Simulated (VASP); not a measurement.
# Li (P1) in VASP: further runs

Runs on Li. Level: PBE. Tasks: single point.

Program: VASP 6.6.1. These are calculated values, not measurements. Logs are shortened: lines on timing, memory, paths and dates and some standing lists are left out, and cuts for length are marked.

**1. The cell of the first run**

The typed cell holds 16 atoms: a = 7.205 Å, b = 7.205 Å, c = 7.205 Å, α = 90.00°, β = 90.00°, γ = 90.00°.

**2. Single point, PBE**

INCAR

```
SYSTEM = Li
PREC     = Accurate       ! precision mode
ENCUT    = 650            ! plane-wave cutoff, eV
EDIFF    = 1E-6           ! SCF threshold, eV
ISMEAR   = -1             ! smearing method
SIGMA    = 0.11           ! smearing width, eV
LREAL    = .False.        ! projectors in reciprocal space
LASPH    = .True.         ! aspherical terms in the spheres
NELM     = 120            ! most SCF steps
ALGO     = Normal         ! electronic algorithm
ISIF     = 2              ! what is computed and relaxed
LWAVE    = .False.        ! write WAVECAR
LCHARG   = .False.        ! write CHGCAR
GGA      = PE             ! functional
NBANDS   = 38             ! bands
GGA_COMPAT= .False.
```

KPOINTS

```
Automatic mesh
0
Gamma
  2 2 2
  0 0 0
```

POSCAR

```
Li
1.0
    7.2053150000      0.0000000000      0.0000000000
    0.0000000000      7.2053150000      0.0000000000
    0.0000000000      0.0000000000      7.2053150000
Li
16
Direct
   -0.0116025462     -0.0548761574     -0.0265637241
    0.4863215557      0.0868525526      0.0330034148
    0.0478674423      0.4816860887      0.0026785782
   -0.0260085784      0.0683384418      0.4967166599
    0.1960774789      0.2097895789      0.2871075033
    0.5279713656      0.4834209191      0.0861031058
    0.5290955357      0.0082439144      0.4286419123
    0.7494883985      0.2294972531      0.2509952722
    0.0086047591      0.5162439116      0.4897912166
    0.2998897342      0.6816357092      0.1824902867
    0.2789329821      0.2025865628      0.7976334137
    0.4791324182      0.5193527278      0.5158691882
    0.6843142874      0.7505570541      0.2253752959
    0.7635474646      0.2644714353      0.7449778393
    0.2548951711      0.7508346269      0.6961388919
    0.7149305756      0.7257559177      0.7684605045
```

Potentials or basis: VASP PAW PBE potentials, release 64 (Li_sv).

Started as:

```console
cat potpaw_PBE.64/Li_sv/POTCAR > POTCAR
mpirun -np 1 vasp_std > vasp.out
```

OUTCAR:

```text
SYSTEM = Li
   PREC = Accurate
   ENCUT = 650
   EDIFF = 1E-6
   ISMEAR = -1
   LREAL = .False.
   LASPH = .True.
   NELM = 120
   ISIF = 2
   GGA = PE

 ion  position               nearest neighbor table
   1  0.988  0.945  0.973-
   2  0.486  0.087  0.033-  11 2.41
   3  0.048  0.482  0.003-
   4  0.974  0.068  0.497-   5 2.42
   5  0.196  0.210  0.287-   4 2.42
   6  0.528  0.483  0.086-  10 2.29  13 2.45
   7  0.529  0.008  0.429-   8 2.59
   8  0.749  0.229  0.251-   7 2.59
   9  0.009  0.516  0.490-
  10  0.300  0.682  0.182-   6 2.29
  11  0.279  0.203  0.798-   2 2.41
  12  0.479  0.519  0.516-
  13  0.684  0.751  0.225-   6 2.45
  14  0.764  0.264  0.745-
  15  0.255  0.751  0.696-
  16  0.715  0.726  0.768-

  LATTYP: Found a simple cubic cell.
 ALAT       =     7.2053150000

  Lattice vectors:

 A1 = (   7.2053150000,   0.0000000000,   0.0000000000)
 A2 = (   0.0000000000,   7.2053150000,   0.0000000000)
 A3 = (   0.0000000000,   0.0000000000,   7.2053150000)

Analysis of symmetry for initial positions (statically):
=====================================================================
 Subroutine PRICEL returns:
 Original cell was already a primitive cell.

 Routine SETGRP: Setting up the symmetry group for a
 simple cubic supercell.

 Subroutine GETGRP returns: Found  1 space group operations
 (whereof  1 operations were pure point group operations)
 out of a pool of 48 trial point group operations.

The static configuration has the point symmetry C_1 .

Analysis of symmetry for dynamics (positions and initial velocities):
=====================================================================
 Subroutine PRICEL returns:
 Original cell was already a primitive cell.

 Routine SETGRP: Setting up the symmetry group for a
 simple cubic supercell.

 Subroutine GETGRP returns: Found  1 space group operations
 (whereof  1 operations were pure point group operations)
 out of a pool of 48 trial point group operations.

The dynamic configuration has the point symmetry C_1 .

 Subroutine INISYM returns: Found  1 space group operations
 (whereof  1 operations are pure point group operations),
 and found     1 'primitive' translations

----------------------------------------------------------------------------------------

                                     Primitive cell

  volume of cell :     374.0752

  direct lattice vectors                    reciprocal lattice vectors
     7.205315000  0.000000000  0.000000000     0.138786438  0.000000000  0.000000000
     0.000000000  7.205315000  0.000000000     0.000000000  0.138786438  0.000000000
     0.000000000  0.000000000  7.205315000     0.000000000  0.000000000  0.138786438

  length of vectors
     7.205315000  7.205315000  7.205315000     0.138786438  0.138786438  0.138786438

  position of ions in fractional coordinates (direct lattice)
     0.988397454  0.945123843  0.973436276
     0.486321556  0.086852553  0.033003415
     0.047867442  0.481686089  0.002678578
     0.973991422  0.068338442  0.496716660
     0.196077479  0.209789579  0.287107503
     0.527971366  0.483420919  0.086103106
[... 8 lines left out ...]
     0.254895171  0.750834627  0.696138892
     0.714930576  0.725755918  0.768460504

  ion indices of the primitive-cell ions
   primitive index   ion index
                 1           1
                 2           2
                 3           3
                 4           4
                 5           5
                 6           6
[... 8 lines left out ...]
                15          15
                16          16

----------------------------------------------------------------------------------------

 KPOINTS: Automatic mesh

Automatic generation of k-mesh.
 Grid dimensions read from file:
 generate k-points for:    2    2    2

 Generating k-lattice:

  Cartesian coordinates                     Fractional coordinates (reciprocal lattice)
     0.069393219  0.000000000  0.000000000     0.500000000  0.000000000  0.000000000
     0.000000000  0.069393219  0.000000000     0.000000000  0.500000000  0.000000000
     0.000000000  0.000000000  0.069393219     0.000000000  0.000000000  0.500000000

  Length of vectors
     0.069393219  0.069393219  0.069393219

  Shift w.r.t. Gamma in fractional coordinates (k-lattice)
     0.000000000  0.000000000  0.000000000

 Subroutine IBZKPT returns following result:
 ===========================================

 Found      8 irreducible k-points:

 Following reciprocal coordinates:
            Coordinates               Weight
  0.000000  0.000000  0.000000      1.000000
  0.500000  0.000000  0.000000      1.000000
  0.000000  0.500000  0.000000      1.000000
  0.000000  0.000000  0.500000      1.000000
  0.500000  0.500000  0.000000      1.000000
  0.000000  0.500000  0.500000      1.000000
  0.500000  0.000000  0.500000      1.000000
  0.500000  0.500000  0.500000      1.000000
   k-points           NKPTS =      8   k-points in BZ     NKDIM =      8   number of bands    NBANDS=     38
   number of dos      NEDOS =    301   number of ions     NIONS =     16
   total plane-waves  NPLWV = 216000
   dimension x,y,z NGX =    60 NGY =   60 NGZ =   60
   dimension x,y,z NGXF=   120 NGYF=  120 NGZF=  120
   ions per type =              16
   NGX,Y,Z   is equivalent  to a cutoff of  13.84, 13.84, 13.84 a.u.
   NGXF,Y,Z  is equivalent  to a cutoff of  27.69, 27.69, 27.69 a.u.
 SYSTEM =  Li
   PREC   = accura    normal or accurate (medium, high low for compatibility)
   ISTART =      0    job   : 0-new  1-cont  2-samecut
   ICHARG =      2    charge: 1-file 2-atom 10-const
   ISPIN  =      1    spin polarized calculation?
   LNONCOLLINEAR =      F non collinear calculations
   LSORBIT =      F    spin-orbit coupling
   LASPH  =      T    aspherical Exc in radial PAW
   ENCUT  =  650.0 eV  47.77 Ry    6.91 a.u.  14.98 14.98 14.98*2*pi/ulx,y,z
   NELM   =    120;   NELMIN=  2; NELMDL= -5     # of ELM steps
   EDIFF  = 0.1E-05   stopping-criterion for ELM
   LREAL  =      F    real-space projection
   EDIFFG = 0.1E-04   stopping-criterion for IOM
   NSW    =      0    number of steps for IOM
   IBRION =     -1    ionic relax: 0-MD 1-quasi-New 2-CG
   NFREE  =      0    steps in history (QN), initial steepest desc. (CG)
   ISIF   =      2    stress and relaxation
   ISYM   =      2    0-nonsym 1-usesym 2-fastsym
   POTIM  = 0.5000    time-step for ionic-motion
   TEBEG  =    0.0;   TEEND  =   0.0 temperature during run
   PSTRESS=    0.0 pullay stress
   NELECT =      48.0000    total number of electrons
   NUPDOWN=      -1.0000    fix difference up-down
   EMIN   =  10.00;   EMAX   =-10.00  energy-range for DOS
   EFERMI =   0.00;   METHOD = LEGACY
   ISMEAR =    -1;   SIGMA  =   0.11  broadening in eV -4-tet -1-fermi 0-gaus
   EFERMI_NEDOS =   21; number of points for ismear=-14 and -15
   IALGO  =     38    algorithm
   IMIX   =      4    mixing-type and parameters
     AMIX     =   0.40;   BMIX     =  1.00
     AMIX_MAG =   1.60;   BMIX_MAG =  1.00
  volume/ion in A,a.u.               =      23.38       157.77
  Fermi-wavevector in a.u.,A,eV,Ry     =   0.825725  1.560395  9.276756  0.681822
  Thomas-Fermi vector in A             =   1.937634
   LORBIT       =      0    0 simple, 1 ext, 2 COOP (PROOUT), +10 PAW based schemes
   GGA     = PE    functional components
   LHFCALC =     F    Hartree Fock is set to
   AEXX    =    0.0000 exact exchange contribution
   IVDW    =     0    specifies the selected vdW correction
   LEPSILON=     F    determine dielectric tensor
   LRPA    =     F    only Hartree local field effects (RPA)
 non-spin polarized calculation
  energy-cutoff  :      650.00
  volume of cell :      374.08
 maximum number of plane-waves:     14094
 NGX is ok and might be reduce to    60
   NGX = 29   NGY = 29   NGZ = 29

 number of electron      48.0000002 magnetization

 Free energy of the ion-electron system (eV)
  ---------------------------------------------------
  ext. energy  EPLUGINS =         0.00000000
  ---------------------------------------------------
  free energy    TOTEN  =       -28.11583045 eV

  energy without entropy =      -27.72447126  energy(sigma->0) =      -27.92015085

 E-fermi :   0.0805     XC(G=0):  -6.6780

 val. band max:        0.0733687604   @ k =   0.0000   0.5000   0.5000
 cond. band min:       0.0978103806   @ k =   0.5000   0.5000   0.0000
 fundamental gap:      0.0244416202
 Fermi energy:         0.0805292306

 k-point     1 :       0.0000    0.0000    0.0000
  band No.  band energies     occupation
      1     -46.8560      2.00000
      2     -46.8250      2.00000
      3     -46.8057      2.00000
      4     -46.7603      2.00000
      5     -46.7168      2.00000
      6     -46.7103      2.00000
[... 28 lines left out ...]
     35       2.8718      0.00000
     36       3.0906      0.00000

 k-point     2 :       0.5000    0.0000    0.0000
  band No.  band energies     occupation
      1     -46.8561      2.00000
      2     -46.8250      2.00000
      3     -46.8057      2.00000
      4     -46.7604      2.00000
      5     -46.7168      2.00000
      6     -46.7103      2.00000
[... 28 lines left out ...]
     35       3.0748      0.00000
     36       3.1674      0.00000

 k-point     3 :       0.0000    0.5000    0.0000
  band No.  band energies     occupation
      1     -46.8561      2.00000
      2     -46.8250      2.00000
      3     -46.8057      2.00000
      4     -46.7604      2.00000
      5     -46.7168      2.00000
      6     -46.7103      2.00000
[... 28 lines left out ...]
     35       3.1015      0.00000
     36       3.2065      0.00000

 k-point     4 :       0.0000    0.0000    0.5000
  band No.  band energies     occupation
      1     -46.8561      2.00000
      2     -46.8250      2.00000
      3     -46.8057      2.00000
      4     -46.7604      2.00000
      5     -46.7168      2.00000
      6     -46.7103      2.00000
[... 28 lines left out ...]
     35       3.0916      0.00000
     36       3.1419      0.00000

 k-point     5 :       0.5000    0.5000    0.0000
  band No.  band energies     occupation
      1     -46.8561      2.00000
      2     -46.8250      2.00000
      3     -46.8057      2.00000
      4     -46.7604      2.00000
      5     -46.7168      2.00000
      6     -46.7103      2.00000
[... 28 lines left out ...]
     35       3.5694      0.00000
     36       3.8739      0.00000

 k-point     6 :       0.0000    0.5000    0.5000
  band No.  band energies     occupation
      1     -46.8561      2.00000
      2     -46.8250      2.00000
      3     -46.8057      2.00000
      4     -46.7604      2.00000
      5     -46.7168      2.00000
      6     -46.7103      2.00000
[... 28 lines left out ...]
     35       3.4625      0.00000
     36       3.7091      0.00000

 k-point     7 :       0.5000    0.0000    0.5000
  band No.  band energies     occupation
      1     -46.8561      2.00000
      2     -46.8250      2.00000
      3     -46.8057      2.00000
      4     -46.7604      2.00000
      5     -46.7168      2.00000
      6     -46.7103      2.00000
[... 28 lines left out ...]
     35       3.5439      0.00000
     36       3.8157      0.00000

 k-point     8 :       0.5000    0.5000    0.5000
  band No.  band energies     occupation
      1     -46.8560      2.00000
      2     -46.8250      2.00000
      3     -46.8057      2.00000
      4     -46.7603      2.00000
      5     -46.7168      2.00000
      6     -46.7103      2.00000
[... 28 lines left out ...]
     35       2.8802      0.00000
     36       2.9829      0.00000
 [bands above 36 left out]

------------------------ aborting loop because EDIFF is reached ----------------------------------------

  FORCE on cell =-STRESS in cart. coord.  units (eV):
  Direction    XX          YY          ZZ          XY          YZ          ZX
  --------------------------------------------------------------------------------------
  -------------------------------------------------------------------------------------
  Total       -0.0593899     -1.9273059     -2.4421333     -0.3054925      0.8453212      0.4643504
  in kB       -0.2543689     -8.2547193    -10.4597435     -1.3084352      3.6205405      1.9888290
  external PRESSURE =      -6.3229439 kB  Pullay stress =       0.0000000 kB

 VOLUME and BASIS-vectors are now :
 -----------------------------------------------------------------------------
  energy-cutoff  :      650.00
  volume of cell :      374.08
      direct lattice vectors                 reciprocal lattice vectors
     7.205315000  0.000000000  0.000000000     0.138786438  0.000000000  0.000000000
     0.000000000  7.205315000  0.000000000     0.000000000  0.138786438  0.000000000
     0.000000000  0.000000000  7.205315000     0.000000000  0.000000000  0.138786438

 POSITION                                       TOTAL-FORCE (eV/Angst)
 -----------------------------------------------------------------------------------
      7.12171      6.80991      7.01392         0.001354      0.176652      0.241004
      3.50410      0.62580      0.23780         0.224394     -0.657820      0.062084
      0.34490      3.47070      0.01930        -0.364731     -0.195829     -0.165014
      7.01791      0.49240      3.57900        -0.093375     -0.748584      0.428557
      1.41280      1.51160      2.06870         0.519634      0.338593     -0.398643
      3.80420      3.48320      0.62040         0.128385     -0.800788     -0.717018
[... 8 lines left out ...]
      1.83660      5.41000      5.01590        -0.003079      0.329209      0.316539
      5.15130      5.22930      5.53700        -0.052887      0.145476      0.053241
 -----------------------------------------------------------------------------------
    total drift:                               -0.001039      0.001032      0.000455

  FREE ENERGIE OF THE ION-ELECTRON SYSTEM (eV)
  ---------------------------------------------------
  free  energy   TOTEN  =       -28.1158304450 eV

  energy  without entropy=      -27.7244712620  energy(sigma->0) =      -27.92015085
```

It took 76 s on 1 thread of Intel Xeon 6975P-C (Granite Rapids), shared host; peak memory 0.51 GiB.

What came out:

```
Free energy            : -28.1158 eV
Pressure               : -0.6 GPa
Largest force          : 1.130 eV/Å
Band gap on the k mesh : zero (band 24 reaches 0.47 eV, above the bottom of band 25 at -0.24 eV)
```

Forces in eV/Å, atoms in the order of the input:
```
Li   0.001  0.177  0.241
Li   0.224 -0.658  0.062
Li  -0.365 -0.196 -0.165
Li  -0.093 -0.749  0.429
Li   0.520  0.339 -0.399
Li   0.128 -0.801 -0.717
Li  -0.384 -0.077  0.603
Li   0.386  0.457 -0.163
Li  -0.213 -0.010 -0.131
Li  -0.584  0.890  0.381
Li  -0.321  0.406 -0.591
Li   0.125 -0.592 -0.251
Li   0.791  0.274  0.159
Li  -0.160  0.066  0.172
Li  -0.003  0.329  0.317
Li  -0.053  0.145  0.053
```

Stress tensor (GPa, compression positive):
```
-0.03 -0.13  0.20
-0.13 -0.83  0.36
 0.20  0.36 -1.05
```

Caveat: the k points lie up to 0.44 Å⁻¹ apart; forces of over 1 eV/Å act on the atoms, so gaps and moduli don't describe the material at rest.

**3. Single point, PBE**

INCAR

```
PREC     = Accurate       # precision mode
ENCUT    = 650            # plane-wave cutoff, eV
EDIFF    = 1E-6           # SCF threshold, eV
ISMEAR   = -1             # smearing method
SIGMA    = 0.11           # smearing width, eV
LREAL    = F              # projectors in reciprocal space
LASPH    = T              # aspherical terms in the spheres
NELM     = 120            # most SCF steps
ALGO     = Normal         # electronic algorithm
ISIF     = 2              # what is computed and relaxed
LWAVE    = F              # write WAVECAR
LCHARG   = F              # write CHGCAR
GGA      = PE             # functional
NBANDS   = 38             # bands
GGA_COMPAT= F
```

KPOINTS

```
Automatic mesh
0
Gamma
  2 2 2
```

POSCAR

```
Li
1.0
    7.2053150000      0.0000000000      0.0000000000
    0.0000000000      7.2053150000      0.0000000000
    0.0000000000      0.0000000000      7.2053150000
Li
16
Direct
    0.0150305712     -0.1037151048     -0.0088129388
    0.5363957023      0.0491720348     -0.0159743190
    0.0044550446      0.4485855233     -0.0466461216
   -0.0413999943      0.0450361990      0.5549930850
    0.2638191391      0.2090540108      0.3316995857
    0.5194776356      0.4273511984      0.0736817197
    0.5230305684     -0.0104089828      0.4754823349
    0.7092958462      0.2286506558      0.2575737494
   -0.0000277573      0.5213790098      0.4619367786
    0.2557695257      0.6994836451      0.2451662419
    0.2746861171      0.2350625892      0.7410363045
    0.5007275879      0.5497330790      0.5235301996
    0.7487528304      0.7577739488      0.2628892699
    0.7113776428      0.2942133689      0.6773610869
    0.2571990260      0.7574824973      0.7008715094
    0.7238267862      0.7140145851      0.7613407603
```

Potentials or basis: VASP PAW PBE potentials, release 64 (Li_sv).

Started as:

```console
cat potpaw_PBE.64/Li_sv/POTCAR > POTCAR
mpirun -np 1 vasp_std > vasp.out
```

Wall time 82 s (1 thread of Intel Xeon 6975P-C (Granite Rapids), shared host); peak memory 0.51 GiB.

Results (log left out):

```
Free energy            : -28.7404 eV
Pressure               : -0.8 GPa
Largest force          : 0.907 eV/Å
Band gap on the k mesh : zero (band 24 reaches 0.50 eV, above the bottom of band 25 at -0.20 eV)
```

Forces in eV/Å, atoms in the order of the input:
```
Li  -0.061  0.469  0.042
Li  -0.123 -0.521 -0.198
Li  -0.097 -0.002  0.173
Li   0.071 -0.410 -0.091
Li  -0.123  0.155 -0.312
Li  -0.350  0.690 -0.473
Li  -0.074 -0.257  0.281
Li   0.759  0.009  0.407
Li  -0.162 -0.193  0.226
Li   0.205  0.267 -0.091
Li   0.087  0.127 -0.045
Li  -0.119 -0.426 -0.457
Li  -0.022 -0.094 -0.044
Li  -0.019 -0.078  0.288
Li  -0.093  0.081  0.158
Li   0.121  0.183  0.135
```

Stress tensor (GPa, compression positive):
```
-0.55 -0.67  0.30
-0.67 -0.86 -0.12
 0.30 -0.12 -1.08
```

Levels at points of the mesh, in eV from the Fermi level:
```tsv
k point	band 20	band 21	band 22	band 23	band 24	band 25	band 26	band 27
(0.00, 0.00, 0.00)	-0.96	-0.94	-0.91	-0.80	0.43	0.48	0.49	0.52
(0.50, 0.00, 0.00)	-0.58	-0.53	-0.48	-0.41	-0.34	-0.28	-0.24	0.95
(0.00, 0.50, 0.00)	-0.59	-0.49	-0.46	-0.41	-0.35	-0.27	-0.24	1.13
(0.00, 0.00, 0.50)	-0.58	-0.53	-0.51	-0.43	-0.33	-0.26	-0.07	0.92
(0.50, 0.50, 0.00)	-1.96	-0.24	-0.16	0.03	0.14	0.19	0.22	0.47
(0.00, 0.50, 0.50)	-1.98	-0.12	-0.05	0.03	0.08	0.15	0.19	0.31
(0.50, 0.00, 0.50)	-1.93	-0.16	-0.10	-0.01	0.10	0.12	0.20	0.36
(0.50, 0.50, 0.50)	-1.55	-1.50	-1.48	-1.38	-1.26	1.80	1.96	1.99
```

Caveat: the k points lie up to 0.44 Å⁻¹ apart.
